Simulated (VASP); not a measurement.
# Si (P-1) in VASP: further runs

Runs on Si. Level: LDA. Tasks: electric field gradients.

All numbers are computed with VASP 6.6.1; they aren't measurements. Logs are shortened: lines on timing, memory, paths and dates and some standing lists are left out, and cuts for length are marked.

**1. The cell of the first run**

The typed cell holds 2 atoms: a = 3.463 Å, b = 3.461 Å, c = 3.503 Å, α = 99.43°, β = 94.30°, γ = 136.77°.

**2. Electric field gradients, LDA (equal xy, yz and zx shear strains of +3 %)**

INCAR reads:

```
SYSTEM = Si
PREC = Accurate ; ENCUT = 520
EDIFF = 1E-8 ; ISMEAR = -1
SIGMA = 0.05 ; LREAL = .FALSE.
LASPH = .TRUE. ; NELM = 100
ALGO = Normal ; ISIF = 2
LWAVE = .FALSE. ; LCHARG = .FALSE.
GGA = CA ; LEFG = .TRUE.
NBANDS = 11
```

KPOINTS reads:

```
regular mesh
0
G
  16 16 16
  0 0 0
```

POSCAR reads:

```
Si
1.0
   -2.1963475000      2.3538600000      1.2767625000
    2.2345975000     -2.3156100000      1.2732375000
    2.2674025000      2.3831400000     -1.2057075000
Si
2
Direct
    0.8070000000      0.5570000000      0.2500000000
    0.1930000000      0.4430000000      0.7500000000
```

Potentials or basis: VASP PAW LDA potentials, release 64 (Si).

The run is started by

```console
> cat potpaw_LDA.64/Si/POTCAR > POTCAR
> mpirun -np 1 vasp_std > vasp.out
```

OUTCAR:

```text
SYSTEM = Si
   PREC = Accurate
   ENCUT = 520
   EDIFF = 1E-8
   ISMEAR = -1
   LREAL = .FALSE.
   LASPH = .TRUE.
   NELM = 100
   ISIF = 2
   GGA = CA

 ion  position               nearest neighbor table
   1  0.807  0.557  0.250-   2 2.38   2 2.40   2 2.43   2 2.48   2 2.70   2 2.78
   2  0.193  0.443  0.750-   1 2.38   1 2.40   1 2.43   1 2.48   1 2.70   1 2.78

  LATTYP: Found a triclinic cell.
 ALAT       =     2.5505736855
 B/A-ratio  =     1.9612717319
 C/A-ratio  =     2.0551475642
 COS(alpha) =     0.0179776884
 COS(beta)  =     0.5125364025
 COS(gamma) =     0.7655196726

  Lattice vectors:

 A1 = (  -0.0382500000,  -0.0382500000,  -2.5500000000)
 A2 = (   2.1580975000,  -2.3921100000,  -3.8267625000)
 A3 = (  -4.5402500000,  -0.1057800000,  -2.6175300000)

Analysis of symmetry for initial positions (statically):
=====================================================================
 Subroutine PRICEL returns:
 Original cell was already a primitive cell.

 Routine SETGRP: Setting up the symmetry group for a
 triclinic supercell.

 Subroutine GETGRP returns: Found  2 space group operations
 (whereof  2 operations were pure point group operations)
 out of a pool of  2 trial point group operations.

The static configuration has the point symmetry S_2 .

Analysis of symmetry for dynamics (positions and initial velocities):
=====================================================================
 Subroutine PRICEL returns:
 Original cell was already a primitive cell.

 Routine SETGRP: Setting up the symmetry group for a
 triclinic supercell.

 Subroutine GETGRP returns: Found  2 space group operations
 (whereof  2 operations were pure point group operations)
 out of a pool of  2 trial point group operations.

The dynamic configuration has the point symmetry S_2 .

 Subroutine INISYM returns: Found  2 space group operations
 (whereof  2 operations are pure point group operations),
 and found     1 'primitive' translations

----------------------------------------------------------------------------------------

                                     Primitive cell

  volume of cell :      27.1724

  direct lattice vectors                    reciprocal lattice vectors
    -2.196347500  2.353860000  1.276762500    -0.008919141  0.205399717  0.389209654
     2.234597500 -2.315610000  1.273237500     0.216424031 -0.009082061  0.389046733
     2.267402500  2.383140000 -1.205707500     0.219100874  0.207913639 -0.006405218

  length of vectors
     3.463339678  3.460723825  3.503455570     0.440173545  0.445285533  0.302116371

  position of ions in fractional coordinates (direct lattice)
     0.807000000  0.557000000  0.250000000
     0.193000000  0.443000000  0.750000000

  ion indices of the primitive-cell ions
   primitive index   ion index
                 1           1
                 2           2

----------------------------------------------------------------------------------------

 KPOINTS: regular mesh

Automatic generation of k-mesh.
 Grid dimensions read from file:
 generate k-points for:   16   16   16

 Generating k-lattice:

  Cartesian coordinates                     Fractional coordinates (reciprocal lattice)
    -0.000557446  0.012837482  0.024325603     0.062500000  0.000000000  0.000000000
     0.013526502 -0.000567629  0.024315421    -0.000000000  0.062500000  0.000000000
     0.013693805  0.012994602 -0.000400326    -0.000000000  0.000000000  0.062500000

  Length of vectors
     0.027510847  0.027830346  0.018882273

  Shift w.r.t. Gamma in fractional coordinates (k-lattice)
     0.000000000  0.000000000  0.000000000

 Subroutine IBZKPT returns following result:
 ===========================================

 Found   2052 irreducible k-points:

 Following reciprocal coordinates:
            Coordinates               Weight
  0.000000  0.000000  0.000000      1.000000
  0.062500  0.000000  0.000000      2.000000
  0.125000  0.000000  0.000000      2.000000
  0.187500  0.000000  0.000000      2.000000
  0.250000  0.000000  0.000000      2.000000
  0.312500  0.000000  0.000000      2.000000
[... 16 lines left out ...]
 -0.187500  0.062500 -0.000000      2.000000
 -0.125000  0.062500 -0.000000      2.000000
 [... further k-points ...]
   k-points           NKPTS =   2052   k-points in BZ     NKDIM =   2052   number of bands    NBANDS=     11
   number of dos      NEDOS =    301   number of ions     NIONS =      2
   total plane-waves  NPLWV =  21952
   dimension x,y,z NGX =    28 NGY =   28 NGZ =   28
   dimension x,y,z NGXF=    56 NGYF=   56 NGZF=   56
   ions per type =               2
   NGX,Y,Z   is equivalent  to a cutoff of  13.44, 13.45, 13.29 a.u.
   NGXF,Y,Z  is equivalent  to a cutoff of  26.88, 26.90, 26.57 a.u.
 SYSTEM =  Si
   PREC   = accura    normal or accurate (medium, high low for compatibility)
   ISTART =      0    job   : 0-new  1-cont  2-samecut
   ICHARG =      2    charge: 1-file 2-atom 10-const
   ISPIN  =      1    spin polarized calculation?
   LNONCOLLINEAR =      F non collinear calculations
   LSORBIT =      F    spin-orbit coupling
   LASPH  =      T    aspherical Exc in radial PAW
   ENCUT  =  520.0 eV  38.22 Ry    6.18 a.u.   6.44  6.43  6.51*2*pi/ulx,y,z
   NELM   =    100;   NELMIN=  2; NELMDL= -5     # of ELM steps
   EDIFF  = 0.1E-07   stopping-criterion for ELM
   LREAL  =      F    real-space projection
   EDIFFG = 0.1E-06   stopping-criterion for IOM
   NSW    =      0    number of steps for IOM
   IBRION =     -1    ionic relax: 0-MD 1-quasi-New 2-CG
   NFREE  =      0    steps in history (QN), initial steepest desc. (CG)
   ISIF   =      2    stress and relaxation
   ISYM   =      2    0-nonsym 1-usesym 2-fastsym
   POTIM  = 0.5000    time-step for ionic-motion
   TEBEG  =    0.0;   TEEND  =   0.0 temperature during run
   PSTRESS=    0.0 pullay stress
   NELECT =       8.0000    total number of electrons
   NUPDOWN=      -1.0000    fix difference up-down
   EMIN   =  10.00;   EMAX   =-10.00  energy-range for DOS
   EFERMI =   0.00;   METHOD = LEGACY
   ISMEAR =    -1;   SIGMA  =   0.05  broadening in eV -4-tet -1-fermi 0-gaus
   EFERMI_NEDOS =   21; number of points for ismear=-14 and -15
   IALGO  =     38    algorithm
   IMIX   =      4    mixing-type and parameters
     AMIX     =   0.40;   BMIX     =  1.00
     AMIX_MAG =   1.60;   BMIX_MAG =  1.00
  volume/ion in A,a.u.               =      13.59        91.68
  Fermi-wavevector in a.u.,A,eV,Ry     =   1.089085  2.058073 16.137964  1.186107
  Thomas-Fermi vector in A             =   2.225281
   LORBIT       =      0    0 simple, 1 ext, 2 COOP (PROOUT), +10 PAW based schemes
   GGA     = CA    functional components
   LHFCALC =     F    Hartree Fock is set to
   AEXX    =    0.0000 exact exchange contribution
   IVDW    =     0    specifies the selected vdW correction
   LEPSILON=     F    determine dielectric tensor
   LRPA    =     F    only Hartree local field effects (RPA)
 non-spin polarized calculation
  energy-cutoff  :      520.00
  volume of cell :       27.17
 maximum number of plane-waves:       748
 NGX is ok and might be reduce to    28
   NGX = 13   NGY = 13   NGZ = 13

 number of electron       8.0000000 magnetization

 Free energy of the ion-electron system (eV)
  ---------------------------------------------------
  ext. energy  EPLUGINS =         0.00000000
  ---------------------------------------------------
  free energy    TOTEN  =       -11.40319968 eV

  energy without entropy =      -11.39735856  energy(sigma->0) =      -11.40027912

 E-fermi :  10.6710     XC(G=0): -11.4568

 val. band max:       10.6709530484   @ k =  -0.0000   0.3750   0.5000
 cond. band min:      10.6713682908   @ k =   0.2500   0.5000   0.1875
 fundamental gap:      0.0004152424
 Fermi energy:        10.6710475264

 k-point     1 :       0.0000    0.0000    0.0000
  band No.  band energies     occupation
      1      -4.0909      2.00000
      2       7.5503      2.00000
      3       8.3912      2.00000
      4       8.9385      2.00000
      5      11.8548      0.00000
      6      18.4683      0.00000
      7      19.7417      0.00000
      8      20.5520      0.00000
      9      20.9570      0.00000
     10      21.4525      0.00000
     11      22.4487      0.00000
[... 309 lines left out ...]
 k-point    24 :      -0.1250    0.0625   -0.0000
  band No.  band energies     occupation
      1      -3.8759      2.00000
      2       6.8646      2.00000
      3       7.6660      2.00000
      4       9.9252      2.00000
      5      12.9991      0.00000
      6      16.6604      0.00000
      7      18.4876      0.00000
      8      20.1637      0.00000
      9      20.4262      0.00000
     10      21.8495      0.00000
     11      23.2450      0.00000

 [... further k-points ...]
[... 5 lines left out ...]
  --------------------------------------------------------------------------------------
  -------------------------------------------------------------------------------------
  Total        1.7296517      2.1637311      1.6864166     -0.3641482     -0.3714632     -0.1995936
  in kB      101.9859852    127.5807450     99.4366990    -21.4713802    -21.9026993    -11.7686995
  external PRESSURE =     109.6678098 kB  Pullay stress =       0.0000000 kB

 VOLUME and BASIS-vectors are now :
 -----------------------------------------------------------------------------
  energy-cutoff  :      520.00
  volume of cell :       27.17
      direct lattice vectors                 reciprocal lattice vectors
    -2.196347500  2.353860000  1.276762500    -0.008919141  0.205399717  0.389209654
     2.234597500 -2.315610000  1.273237500     0.216424031 -0.009082061  0.389046733
     2.267402500  2.383140000 -1.205707500     0.219100874  0.207913639 -0.006405218

 POSITION                                       TOTAL-FORCE (eV/Angst)
 -----------------------------------------------------------------------------------
      0.03907      1.20556      1.43811         0.087927     -0.033313      0.008019
      2.26658      1.21583     -0.09382        -0.087927      0.033313     -0.008019
 -----------------------------------------------------------------------------------
    total drift:                                0.000000     -0.000000     -0.000000

  FREE ENERGIE OF THE ION-ELECTRON SYSTEM (eV)
  ---------------------------------------------------
  free  energy   TOTEN  =       -11.4031996849 eV

  energy  without entropy=      -11.3973585562  energy(sigma->0) =      -11.40027912

 Electric field gradients (V/A^2)
---------------------------------------------------------------------
 ion       V_xx      V_yy      V_zz      V_xy      V_xz      V_yz
---------------------------------------------------------------------
   1      10.073   -26.785    16.712    -0.165     3.078     0.136
   2      10.073   -26.785    16.712    -0.165     3.078     0.136
---------------------------------------------------------------------

 Electric field gradients after diagonalization (V/A^2)
 (convention: |V_zz| > |V_xx| > |V_yy|)
----------------------------------------------------------------------
 ion       V_xx      V_yy      V_zz     asymmetry (V_yy - V_xx)/ V_zz
----------------------------------------------------------------------
   1      17.920     8.867   -26.786       0.338
   2      17.920     8.867   -26.786       0.338
----------------------------------------------------------------------

           NMR quadrupolar parameters

 Cq : quadrupolar parameter    Cq=e*Q*V_zz/h
 eta: asymmetry parameters     (V_yy - V_xx)/ V_zz
 Q  : nuclear electric quadrupole moment in mb (millibarn)
----------------------------------------------------------------------
 ion       Cq(MHz)       eta       Q (mb)
----------------------------------------------------------------------
   1      -0.065       0.338       1.000
   2      -0.065       0.338       1.000
----------------------------------------------------------------------
```

It took 7.5 min on 1 thread of Intel Xeon Platinum 8259CL at 2.50GHz (Skylake/Cascade Lake), shared host; peak memory 0.54 GiB.

Results:

| Property | Result |
| --- | --- |
| Free energy | -11.4032 eV |
| Pressure | 11.0 GPa |
| Largest force | 0.094 eV/Å |
| Band gap on the k mesh | zero (bands 4 and 5 overlap by 7.50 eV) |
| Largest electric field gradient by atom | Si -26.8 V/Å² |

Forces in eV/Å, atoms in the order of the input:
```
Si   0.088 -0.033  0.008
Si  -0.088  0.033 -0.008
```

Electric field gradients, principal values (V/Å²):
| atom | least | middle | greatest (by size) |
| --- | --- | --- | --- |
| 1 Si | 8.867 | 17.920 | -26.786 |
| 2 Si | 8.867 | 17.920 | -26.786 |

Caveat: the cell differs from its parent crystal (equal xy, yz and zx shear strains of +3 %); the cell stands under pressure; without QUAD_EFG the Cq values of the log hold for a quadrupole moment of 1 mb, not for the nuclei.

(Part 1 of 2 ends here.)
